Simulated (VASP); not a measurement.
# InSb (F-43m) in VASP: further runs, part 2 of 2

VASP 6.6.1. The steps go on from the part before.

### Step 3. Single point, LDA (volume scaled by 1.06)

Input file INCAR:

```
SYSTEM = InSb
PREC = Accurate
ENCUT = 520
EDIFF = 1E-6
ISMEAR = -1
SIGMA = 0.03
LREAL = .False.
LASPH = .True.
NELM = 80
ALGO = Normal
ISIF = 2
LWAVE = .False.
LCHARG = .True.
LELF = .True.
LVHAR = .True.
NBANDS = 16
```

Input file KPOINTS:

```
Automatic mesh
0
Gamma
  10 10 10
  0 0 0
```

Input file POSCAR:

```
InSb
1.0
    0.0000000000      3.3026278931      3.3026278931
    3.3026278931      0.0000000000      3.3026278931
    3.3026278931      3.3026278931      0.0000000000
In Sb
1 1
Direct
    0.0000000000      0.0000000000      0.0000000000
    0.7500000000      0.7500000000      0.7500000000
```

Potentials or basis: VASP PAW LDA potentials, release 64 (In_d, Sb).

The run is started by

```console
$ cat potpaw_LDA.64/In_d/POTCAR potpaw_LDA.64/Sb/POTCAR > POTCAR
$ mpirun -np 1 vasp_std > vasp.out
```

OUTCAR:

```text
SYSTEM = InSb
   PREC = Accurate
   ENCUT = 520
   EDIFF = 1E-6
   ISMEAR = -1
   LREAL = .False.
   LASPH = .True.
   NELM = 80
   ISIF = 2

 ion  position               nearest neighbor table
   1  0.000  0.000  0.000-   2 2.86   2 2.86   2 2.86   2 2.86
   2  0.750  0.750  0.750-   1 2.86   1 2.86   1 2.86   1 2.86

  LATTYP: Found a face centered cubic cell.
 ALAT       =     6.6052557862

  Lattice vectors:

 A1 = (   0.0000000000,   3.3026278931,   3.3026278931)
 A2 = (   3.3026278931,   0.0000000000,   3.3026278931)
 A3 = (   3.3026278931,   3.3026278931,   0.0000000000)

Analysis of symmetry for initial positions (statically):
=====================================================================
 Subroutine PRICEL returns:
 Original cell was already a primitive cell.

 Routine SETGRP: Setting up the symmetry group for a
 face centered cubic supercell.

 Subroutine GETGRP returns: Found 24 space group operations
 (whereof 24 operations were pure point group operations)
 out of a pool of 48 trial point group operations.

The static configuration has the point symmetry T_d .

Analysis of symmetry for dynamics (positions and initial velocities):
[... 161 lines left out ...]
 cond. band min:       4.6147140683   @ k =   0.5000   0.0000   0.0000
 fundamental gap:      0.3233616279
 Fermi energy:         4.3181128305

 k-point     1 :       0.0000    0.0000    0.0000
  band No.  band energies     occupation
      1     -10.1499      2.00000
      2     -10.1499      2.00000
      3     -10.1499      2.00000
      4     -10.0778      2.00000
      5     -10.0778      2.00000
      6      -6.1291      2.00000
[... 433 lines left out ...]
      3     -10.1222      2.00000
      4     -10.0886      2.00000
      5     -10.0723      2.00000
      6      -4.8903      2.00000
[... 8 lines left out ...]
     15      13.6946      0.00000
     16      13.9493      0.00000

 [... further k-points ...]

------------------------ aborting loop because EDIFF is reached ----------------------------------------

  FORCE on cell =-STRESS in cart. coord.  units (eV):
  Direction    XX          YY          ZZ          XY          YZ          ZX
  --------------------------------------------------------------------------------------
  -------------------------------------------------------------------------------------
  Total       -1.2342508     -1.2342508     -1.2342508     -0.0000000      0.0000000     -0.0000000
  in kB      -27.4476435    -27.4476435    -27.4476435     -0.0000000      0.0000000     -0.0000000
  external PRESSURE =     -27.4476435 kB  Pullay stress =       0.0000000 kB

 VOLUME and BASIS-vectors are now :
 -----------------------------------------------------------------------------
  energy-cutoff  :      520.00
  volume of cell :       72.05
      direct lattice vectors                 reciprocal lattice vectors
     0.000000000  3.302627893  3.302627893    -0.151394591  0.151394591  0.151394591
     3.302627893  0.000000000  3.302627893     0.151394591 -0.151394591  0.151394591
     3.302627893  3.302627893  0.000000000     0.151394591  0.151394591 -0.151394591

 POSITION                                       TOTAL-FORCE (eV/Angst)
 -----------------------------------------------------------------------------------
      0.00000      0.00000      0.00000        -0.000000     -0.000000     -0.000000
      4.95394      4.95394      4.95394         0.000000      0.000000      0.000000
 -----------------------------------------------------------------------------------
    total drift:                                0.000000      0.000000      0.000000

  FREE ENERGIE OF THE ION-ELECTRON SYSTEM (eV)
  ---------------------------------------------------
  free  energy   TOTEN  =        -8.1722583724 eV

  energy  without entropy=       -8.1721009808  energy(sigma->0) =       -8.17217968
```

Wall time 60 s (1 thread of Intel Xeon Platinum 8259CL at 2.50GHz (Skylake/Cascade Lake), shared host); peak memory 0.2 GiB.

Results:

```
Free energy            : -8.1723 eV
Pressure               : -2.7 GPa
Band gap on the k mesh : zero (filled and empty bands touch)
```

Levels at points of the mesh, in eV from the Fermi level:
| k point | band 7 | band 8 | band 9 | band 10 | band 11 | band 12 |
| --- | --- | --- | --- | --- | --- | --- |
| (0.00, 0.00, 0.00) | -0.72 | -0.03 | -0.03 | -0.03 | 2.89 | 2.89 |
| (0.50, 0.00, 0.00) | -5.45 | -0.95 | -0.95 | 0.30 | 3.72 | 3.72 |
| (0.50, 0.50, 0.00) | -5.77 | -2.12 | -2.12 | 1.25 | 1.31 | 7.67 |

Caveat: spin-orbit coupling is left out, which moves the levels of the heavy elements.
